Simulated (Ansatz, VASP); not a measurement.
**Two plane-wave programs on GdO**

File INCAR:

```
SYSTEM = GdO
  PREC = Accurate
  ENCUT = 520
  EDIFF = 1E-6
  ISMEAR = -1
  SIGMA = 0.05
  LREAL = .False.
  LASPH = .True.
  NELM = 150
  ALGO = Normal
  ISIF = 2
  LWAVE = .False.
  LCHARG = .True.
  ISPIN = 2
  MAGMOM = 7 0
  LORBIT = 11
  LMAXMIX = 6
  LDAU = .True.
  LDAUTYPE = 2
  LDAUL = 3 -1
  LDAUU = 4 0
  LDAUJ = 0 0
  LDAUPRINT = 1
  GGA = CA
  LELF = .True.
  LVHAR = .True.
  NBANDS = 23
```

KPOINTS

```
Automatic mesh
0
Gamma
  10 10 9
  0 0 0
```

The input POSCAR:

```
GdO
1.0
    3.1132995800      0.0000000000      0.0000000000
   -1.5566497900      2.6961965200      0.0000000000
    0.0000000000      0.0000000000      3.0384261400
Gd O
1 1
Direct
    0.0000000000      0.0000000000      0.0000000000
    0.6666666667      0.3333333333      0.5000000000
```

The input input.yaml:

```yaml
crystal:
  lattice:
    - [3.11329958, 0.0, 0.0]
    - [-1.55664979, 2.69619652, 0.0]
    - [0.0, 0.0, 3.03842614]
  atoms:
    - { symbol: Gd, position: [0.0, 0.0, 0.0], spin: 7.0 }
    - { symbol: O, position: [0.6666666667, 0.3333333333, 0.5] }
hamiltonian:
  xc: lda
  pseudopotentials: { kind: paw }
  hubbard: { sites: [{ species: Gd, l: f, u_eff: 4.0 }] }
magnetization:
  spin_polarized: true
kpoints:
  mp_grid: { grid: [10, 10, 9] }
  band_path:
    path:
      - [[0.0, 0.0, 0.0], [0.5, 0.0, 0.0], [0.3333333333, 0.3333333333, 0.0], [0.0, 0.0, 0.0], [0.0, 0.0, 0.5], [0.5, 0.0, 0.5], [0.3333333333, 0.3333333333, 0.5], [0.0, 0.0, 0.5]]
      - [[0.5, 0.0, 0.5], [0.5, 0.0, 0.0]]
      - [[0.3333333333, 0.3333333333, 0.0], [0.3333333333, 0.3333333333, 0.5]]
    npoints: 14
scf:
  occupations: { method: fermi_dirac, width: 0.05 }
  n_extra_bands: 6
output:
  forces: true
  stress: true
  eigenvalues: true
  fatbands: true
```

Alike in both runs: functional LDA; k mesh 10 × 10 × 9; occupations fermi-dirac, width 0.05 eV; collinear spin; Hubbard terms Gd f U = 4.0 eV.

|  | VASP | Ansatz |
| --- | --- | --- |
| version | VASP 6.6.1 | Ansatz 0.2.0 |
| potentials or method | VASP PAW PBE potentials, release 64 (Gd, O) | Ansatz PAW |
| plane-wave cutoff (eV) | 520 | 420 |
| valence electrons in the cell | 24 | 24 |
| task | single point | band structure |

VASP gave:

```
gap on the k mesh at the Fermi level (eV)                     : none
pressure (GPa)                                                : 20.7
traceless stress, the component that is largest in VASP (GPa) : -1.67
net moment per atom (μB)                                      : 3.69
size of the moment on the site where the two differ most (μB) : 7.02
```

Question: What did Ansatz give for the same quantities?

Answer: gap on the k mesh at the Fermi level (eV): none; pressure (GPa): 20.1; traceless stress, the component that is largest in VASP (GPa): -1.71; net moment per atom (μB): 3.71; size of the moment on the site where the two differ most (μB): 6.98.

VASP's potentials were made for PBE, not for LDA. LDA's correlation is that of Perdew and Zunger in VASP and of Perdew and Wang (1992) in Ansatz. Site moments also hang on the region over which each program counts them. The programs project onto different local orbitals, so the same U acts differently, and such runs can settle in different states. A gap of «none» marks a metal or a gap that the smearing closes.

Spin-orbit coupling is off throughout. Noted on Ansatz's run: the magnetic or orbital state may not be the lowest.
